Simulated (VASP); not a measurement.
# Sn (Fm-3m) in VASP: a series of runs

Sn is run at these levels: PBE; tasks: single point.

Everything below comes from runs of VASP 6.6.1. Logs are shortened: lines on timing, memory, paths and dates and some standing lists are left out, and cuts for length are marked.

### Step 1. The cell of the first run

Symmetry: Fm-3m, No. 225, cubic system. Conventional cell: a = 4.718 Å, b = 4.718 Å, c = 4.718 Å, α = 90.00°, β = 90.00°, γ = 90.00°. Sn (site symmetry m-3m) has 12 Sn at 3.34 Å within 4.4 Å.

### Step 2. Single point, PBE

Input file INCAR:

```
SYSTEM = Sn
PREC = Accurate
ENCUT = 520
EDIFF = 1E-6
ISMEAR = -1
SIGMA = 0.06122561905347299
LREAL = .FALSE.
LASPH = .TRUE.
NELM = 100
ALGO = Normal
ISIF = 2
LWAVE = .FALSE.
LCHARG = .FALSE.
GGA = PE
NBANDS = 13
```

Input file KPOINTS:

```
regular mesh
0
G
  13 13 13
  0 0 0
```

Input file POSCAR:

```
Sn
1.0
    0.0000000000      2.3589049370      2.3589049370
    2.3589049370      0.0000000000      2.3589049370
    2.3589049370      2.3589049370      0.0000000000
Sn
1
Direct
    0.0000000000      0.0000000000      0.0000000000
```

Potentials or basis: VASP PAW PBE potentials, release 64 (Sn_d).

The run is started by

```bash
> cat potpaw_PBE.64/Sn_d/POTCAR > POTCAR
> mpirun -np 1 vasp_std > vasp.out
```

OUTCAR:

```text
SYSTEM = Sn
   PREC = Accurate
   ENCUT = 520
   EDIFF = 1E-6
   ISMEAR = -1
   LREAL = .FALSE.
   LASPH = .TRUE.
   NELM = 100
   ISIF = 2
   GGA = PE

 ion  position               nearest neighbor table
   1  0.000  0.000  0.000-

  LATTYP: Found a face centered cubic cell.
 ALAT       =     4.7178098740

  Lattice vectors:

 A1 = (   0.0000000000,   2.3589049370,   2.3589049370)
 A2 = (   2.3589049370,   0.0000000000,   2.3589049370)
 A3 = (   2.3589049370,   2.3589049370,   0.0000000000)

Analysis of symmetry for initial positions (statically):
=====================================================================
 Subroutine PRICEL returns:
 Original cell was already a primitive cell.

 Routine SETGRP: Setting up the symmetry group for a
 face centered cubic supercell.

 Subroutine GETGRP returns: Found 48 space group operations
 (whereof 48 operations were pure point group operations)
 out of a pool of 48 trial point group operations.

The static configuration has the point symmetry O_h .

Analysis of symmetry for dynamics (positions and initial velocities):
=====================================================================
 Subroutine PRICEL returns:
 Original cell was already a primitive cell.

 Routine SETGRP: Setting up the symmetry group for a
 face centered cubic supercell.

 Subroutine GETGRP returns: Found 48 space group operations
 (whereof 48 operations were pure point group operations)
 out of a pool of 48 trial point group operations.

The dynamic configuration has the point symmetry O_h .

 Subroutine INISYM returns: Found 48 space group operations
 (whereof 48 operations are pure point group operations),
 and found     1 'primitive' translations

----------------------------------------------------------------------------------------

                                     Primitive cell

  volume of cell :      26.2519

  direct lattice vectors                    reciprocal lattice vectors
     0.000000000  2.358904937  2.358904937    -0.211962760  0.211962760  0.211962760
     2.358904937  0.000000000  2.358904937     0.211962760 -0.211962760  0.211962760
     2.358904937  2.358904937  0.000000000     0.211962760  0.211962760 -0.211962760

  length of vectors
     3.335995354  3.335995354  3.335995354     0.367130269  0.367130269  0.367130269

  position of ions in fractional coordinates (direct lattice)
     0.000000000  0.000000000  0.000000000

  ion indices of the primitive-cell ions
   primitive index   ion index
                 1           1

----------------------------------------------------------------------------------------

 KPOINTS: regular mesh

Automatic generation of k-mesh.
 Grid dimensions read from file:
 generate k-points for:   13   13   13

 Generating k-lattice:

  Cartesian coordinates                     Fractional coordinates (reciprocal lattice)
    -0.016304828  0.016304828  0.016304828     0.076923077  0.000000000  0.000000000
     0.016304828 -0.016304828  0.016304828     0.000000000  0.076923077  0.000000000
     0.016304828  0.016304828 -0.016304828     0.000000000  0.000000000  0.076923077

  Length of vectors
     0.028240790  0.028240790  0.028240790

  Shift w.r.t. Gamma in fractional coordinates (k-lattice)
     0.000000000  0.000000000  0.000000000

 Subroutine IBZKPT returns following result:
 ===========================================

 Found     84 irreducible k-points:

 Following reciprocal coordinates:
            Coordinates               Weight
  0.000000  0.000000  0.000000      1.000000
  0.076923  0.000000  0.000000      8.000000
  0.153846  0.000000  0.000000      8.000000
  0.230769  0.000000  0.000000      8.000000
  0.307692  0.000000  0.000000      8.000000
  0.384615  0.000000  0.000000      8.000000
[... 16 lines left out ...]
  0.384615  0.153846  0.000000     24.000000
  0.461538  0.153846  0.000000     24.000000
 [... further k-points ...]
   k-points           NKPTS =     84   k-points in BZ     NKDIM =     84   number of bands    NBANDS=     13
   number of dos      NEDOS =    301   number of ions     NIONS =      1
   total plane-waves  NPLWV =  21952
   dimension x,y,z NGX =    28 NGY =   28 NGZ =   28
   dimension x,y,z NGXF=    56 NGYF=   56 NGZF=   56
   ions per type =               1
   NGX,Y,Z   is equivalent  to a cutoff of  13.95, 13.95, 13.95 a.u.
   NGXF,Y,Z  is equivalent  to a cutoff of  27.91, 27.91, 27.91 a.u.
 SYSTEM =  Sn
   PREC   = accura    normal or accurate (medium, high low for compatibility)
   ISTART =      0    job   : 0-new  1-cont  2-samecut
   ICHARG =      2    charge: 1-file 2-atom 10-const
   ISPIN  =      1    spin polarized calculation?
   LNONCOLLINEAR =      F non collinear calculations
   LSORBIT =      F    spin-orbit coupling
   LASPH  =      T    aspherical Exc in radial PAW
   ENCUT  =  520.0 eV  38.22 Ry    6.18 a.u.   6.20  6.20  6.20*2*pi/ulx,y,z
   NELM   =    100;   NELMIN=  2; NELMDL= -5     # of ELM steps
   EDIFF  = 0.1E-05   stopping-criterion for ELM
   LREAL  =      F    real-space projection
   EDIFFG = 0.1E-04   stopping-criterion for IOM
   NSW    =      0    number of steps for IOM
   IBRION =     -1    ionic relax: 0-MD 1-quasi-New 2-CG
   NFREE  =      0    steps in history (QN), initial steepest desc. (CG)
   ISIF   =      2    stress and relaxation
   ISYM   =      2    0-nonsym 1-usesym 2-fastsym
   POTIM  = 0.5000    time-step for ionic-motion
   TEBEG  =    0.0;   TEEND  =   0.0 temperature during run
   PSTRESS=    0.0 pullay stress
   NELECT =      14.0000    total number of electrons
   NUPDOWN=      -1.0000    fix difference up-down
   EMIN   =  10.00;   EMAX   =-10.00  energy-range for DOS
   EFERMI =   0.00;   METHOD = LEGACY
   ISMEAR =    -1;   SIGMA  =   0.06  broadening in eV -4-tet -1-fermi 0-gaus
   EFERMI_NEDOS =   21; number of points for ismear=-14 and -15
   IALGO  =     38    algorithm
   IMIX   =      4    mixing-type and parameters
     AMIX     =   0.40;   BMIX     =  1.00
     AMIX_MAG =   1.60;   BMIX_MAG =  1.00
  volume/ion in A,a.u.               =      26.25       177.16
  Fermi-wavevector in a.u.,A,eV,Ry     =   1.327589  2.508780 23.980177  1.762493
  Thomas-Fermi vector in A             =   2.456890
   LORBIT       =      0    0 simple, 1 ext, 2 COOP (PROOUT), +10 PAW based schemes
   GGA     = PE    functional components
   LHFCALC =     F    Hartree Fock is set to
   AEXX    =    0.0000 exact exchange contribution
   IVDW    =     0    specifies the selected vdW correction
   LEPSILON=     F    determine dielectric tensor
   LRPA    =     F    only Hartree local field effects (RPA)
 non-spin polarized calculation
  energy-cutoff  :      520.00
  volume of cell :       26.25
 maximum number of plane-waves:       725
 NGX is ok and might be reduce to    28
   NGX = 13   NGY = 13   NGZ = 13

 number of electron      14.0000001 magnetization

 Free energy of the ion-electron system (eV)
  ---------------------------------------------------
  ext. energy  EPLUGINS =         0.00000000
  ---------------------------------------------------
  free energy    TOTEN  =        -3.76843908 eV

  energy without entropy =       -3.76200643  energy(sigma->0) =       -3.76522275

 E-fermi :   8.6163     XC(G=0): -10.5281

 val. band max:        8.5728332406   @ k =   0.3846   0.2308   0.0000
 cond. band min:       8.6345739492   @ k =  -0.3077   0.4615   0.2308
 fundamental gap:      0.0617407086
 Fermi energy:         8.6162792437

 k-point     1 :       0.0000    0.0000    0.0000
  band No.  band energies     occupation
      1     -13.0152      2.00000
      2     -13.0152      2.00000
      3     -13.0152      2.00000
      4     -12.9284      2.00000
      5     -12.9284      2.00000
      6      -2.8261      2.00000
      7      16.5660      0.00000
      8      16.5660      0.00000
      9      16.5660      0.00000
     10      19.2122      0.00000
     11      20.6247      0.00000
     12      20.6247      0.00000
     13      20.6247      0.00000

 k-point     2 :       0.0769    0.0000    0.0000
  band No.  band energies     occupation
      1     -13.0148      2.00000
      2     -13.0098      2.00000
      3     -13.0098      2.00000
      4     -12.9286      2.00000
      5     -12.9286      2.00000
      6      -2.7005      2.00000
      7      15.2010      0.00000
      8      16.3610      0.00000
      9      16.3610      0.00000
     10      18.7288      0.00000
     11      20.9779      0.00000
     12      20.9779      0.00000
     13      22.0633      0.00000

 k-point     3 :       0.1538    0.0000    0.0000
  band No.  band energies     occupation
      1     -13.0142      2.00000
      2     -12.9982      2.00000
      3     -12.9982      2.00000
      4     -12.9256      2.00000
      5     -12.9256      2.00000
      6      -2.3232      2.00000
      7      12.7229      0.00000
      8      15.9079      0.00000
      9      15.9079      0.00000
     10      18.4641      0.00000
     11      21.6835      0.00000
     12      21.6835      0.00000
     13      22.4112      0.00000

 k-point     4 :       0.2308    0.0000    0.0000
  band No.  band energies     occupation
      1     -13.0139      2.00000
      2     -12.9923      2.00000
      3     -12.9923      2.00000
      4     -12.9108      2.00000
      5     -12.9108      2.00000
      6      -1.6935      2.00000
      7      10.2042      0.00000
      8      15.4246      0.00000
      9      15.4246      0.00000
     10      18.3220      0.00000
     11      21.1651      0.00000
     12      21.1651      0.00000
     13      21.4348      0.00000

 k-point     5 :       0.3077    0.0000    0.0000
  band No.  band energies     occupation
      1     -13.0145      2.00000
      2     -12.9959      2.00000
      3     -12.9959      2.00000
      4     -12.8849      2.00000
      5     -12.8849      2.00000
      6      -0.8157      2.00000
      7       7.8522      1.99999
      8      15.0177      0.00000
      9      15.0177      0.00000
     10      18.2865      0.00000
     11      20.3301      0.00000
     12      20.3301      0.00000
     13      20.4940      0.00000
[... 257 lines left out ...]
 k-point    22 :       0.3077    0.1538    0.0000
  band No.  band energies     occupation
      1     -13.0401      2.00000
      2     -12.9796      2.00000
      3     -12.9563      2.00000
      4     -12.9259      2.00000
      5     -12.8766      2.00000
      6      -0.9809      2.00000
      7       9.7299      0.00000
      8      13.2253      0.00000
      9      13.6502      0.00000
     10      16.6991      0.00000
     11      18.9712      0.00000
     12      23.4769      0.00000
     13      23.5537      0.00000

 k-point    23 :       0.3846    0.1538    0.0000
  band No.  band energies     occupation
      1     -13.0346      2.00000
      2     -12.9860      2.00000
      3     -12.9616      2.00000
      4     -12.9053      2.00000
      5     -12.8537      2.00000
      6      -0.0277      2.00000
      7       7.5061      2.00000
      8      12.8454      0.00000
      9      13.0362      0.00000
     10      16.3411      0.00000
     11      20.5495      0.00000
     12      22.5880      0.00000
     13      23.2110      0.00000

 k-point    24 :       0.4615    0.1538    0.0000
  band No.  band energies     occupation
      1     -13.0294      2.00000
      2     -12.9869      2.00000
      3     -12.9686      2.00000
      4     -12.8876      2.00000
      5     -12.8413      2.00000
      6       1.1173      2.00000
      7       5.5524      2.00000
      8      12.1098      0.00000
      9      13.0949      0.00000
     10      16.2653      0.00000
     11      21.6146      0.00000
     12      21.8097      0.00000
     13      23.1985      0.00000

 [... further k-points ...]

------------------------ aborting loop because EDIFF is reached ----------------------------------------

  FORCE on cell =-STRESS in cart. coord.  units (eV):
  Direction    XX          YY          ZZ          XY          YZ          ZX
  --------------------------------------------------------------------------------------
  -------------------------------------------------------------------------------------
  Total        0.5690341      0.5690341      0.5690341      0.0000000      0.0000000     -0.0000000
  in kB       34.7286225     34.7286225     34.7286225      0.0000000      0.0000000     -0.0000000
  external PRESSURE =      34.7286225 kB  Pullay stress =       0.0000000 kB

 VOLUME and BASIS-vectors are now :
 -----------------------------------------------------------------------------
  energy-cutoff  :      520.00
  volume of cell :       26.25
      direct lattice vectors                 reciprocal lattice vectors
     0.000000000  2.358904937  2.358904937    -0.211962760  0.211962760  0.211962760
     2.358904937  0.000000000  2.358904937     0.211962760 -0.211962760  0.211962760
     2.358904937  2.358904937  0.000000000     0.211962760  0.211962760 -0.211962760

 POSITION                                       TOTAL-FORCE (eV/Angst)
 -----------------------------------------------------------------------------------
      0.00000      0.00000      0.00000         0.000000      0.000000      0.000000
 -----------------------------------------------------------------------------------
    total drift:                               -0.000000     -0.000000     -0.000000

  FREE ENERGIE OF THE ION-ELECTRON SYSTEM (eV)
  ---------------------------------------------------
  free  energy   TOTEN  =        -3.7684390801 eV

  energy  without entropy=       -3.7620064262  energy(sigma->0) =       -3.76522275
```

Wall time 46 s (1 thread of Intel Xeon Platinum 8259CL at 2.50GHz (Skylake/Cascade Lake), shared host); peak memory 0.17 GiB.

Results:

```
Free energy            : -3.7684 eV
Pressure               : 3.5 GPa
Band gap on the k mesh : zero (band 7 reaches 16.57 eV, above the bottom of band 8 at 6.55 eV)
```

Levels at points of the mesh, in eV from the Fermi level:
```
           k point  band 5  band 6  band 7  band 8  band 9  band 10
(0.00, 0.00, 0.00)  -21.54  -11.44    7.95    7.95    7.95    10.60
```

Caveat: spin-orbit coupling is left out, which moves the levels of the heavy elements.

### Step 3. Single point, PBE

This run uses another cell than the first one, of 26.81 Å³/atom, 1.021 times its volume.

INCAR, as its differences from that of step 2:

```diff
@@ -12,4 +12,6 @@
 LWAVE = .FALSE.
-LCHARG = .FALSE.
+LCHARG = .TRUE.
 GGA = PE
+LELF = .TRUE.
+LVHAR = .TRUE.
 NBANDS = 13
```

Input file KPOINTS:

```
Automatic mesh
0
G
  13 13 13
  0 0 0
```

Input file POSCAR:

```
Sn
1.0
    0.0000000000      2.3755174909      2.3755174909
    2.3755174909      0.0000000000      2.3755174909
    2.3755174909      2.3755174909      0.0000000000
Sn
1
Direct
    0.0000000000      0.0000000000      0.0000000000
```

Potentials or basis: VASP PAW PBE potentials, release 64 (Sn_d).

The run is started by

```bash
> cat potpaw_PBE.64/Sn_d/POTCAR > POTCAR
> mpirun -np 1 vasp_std > vasp.out
```

OUTCAR:

```text
SYSTEM = Sn
   PREC = Accurate
   ENCUT = 520
   EDIFF = 1E-6
   ISMEAR = -1
   LREAL = .FALSE.
   LASPH = .TRUE.
   NELM = 100
   ISIF = 2
   GGA = PE

 ion  position               nearest neighbor table
   1  0.000  0.000  0.000-

  LATTYP: Found a face centered cubic cell.
 ALAT       =     4.7510349818

  Lattice vectors:

 A1 = (   0.0000000000,   2.3755174909,   2.3755174909)
 A2 = (   2.3755174909,   0.0000000000,   2.3755174909)
 A3 = (   2.3755174909,   2.3755174909,   0.0000000000)

Analysis of symmetry for initial positions (statically):
[... 555 lines left out ...]
      8      11.7695      0.00000
      9      12.7521      0.00000
     10      15.9569      0.00000
     11      21.1511      0.00000
     12      21.3957      0.00000
     13      22.8056      0.00000

 [... further k-points ...]
[... 5 lines left out ...]
  --------------------------------------------------------------------------------------
  -------------------------------------------------------------------------------------
  Total        0.3722111      0.3722111      0.3722111      0.0000000      0.0000000      0.0000000
  in kB       22.2430919     22.2430919     22.2430919      0.0000000      0.0000000      0.0000000
  external PRESSURE =      22.2430919 kB  Pullay stress =       0.0000000 kB

 VOLUME and BASIS-vectors are now :
 -----------------------------------------------------------------------------
  energy-cutoff  :      520.00
  volume of cell :       26.81
      direct lattice vectors                 reciprocal lattice vectors
     0.000000000  2.375517491  2.375517491    -0.210480454  0.210480454  0.210480454
     2.375517491  0.000000000  2.375517491     0.210480454 -0.210480454  0.210480454
     2.375517491  2.375517491  0.000000000     0.210480454  0.210480454 -0.210480454

 POSITION                                       TOTAL-FORCE (eV/Angst)
 -----------------------------------------------------------------------------------
      0.00000      0.00000      0.00000        -0.000000     -0.000000     -0.000000
 -----------------------------------------------------------------------------------
    total drift:                               -0.000000     -0.000000     -0.000000

  FREE ENERGIE OF THE ION-ELECTRON SYSTEM (eV)
  ---------------------------------------------------
  free  energy   TOTEN  =        -3.7784491616 eV

  energy  without entropy=       -3.7722582770  energy(sigma->0) =       -3.77535372
```

Run time: 43 s. Hardware: 1 thread of Intel Xeon Platinum 8259CL at 2.50GHz (Skylake/Cascade Lake), shared host; peak memory 0.17 GiB.

Results:

```yaml
Free_energy: -3.7784 eV
Pressure: 2.2 GPa
Band_gap_on_the_k_mesh: zero (band 7 reaches 16.13 eV, above the bottom of band 8 at 6.34 eV)
```

Caveat: spin-orbit coupling is left out, which moves the levels of the heavy elements.
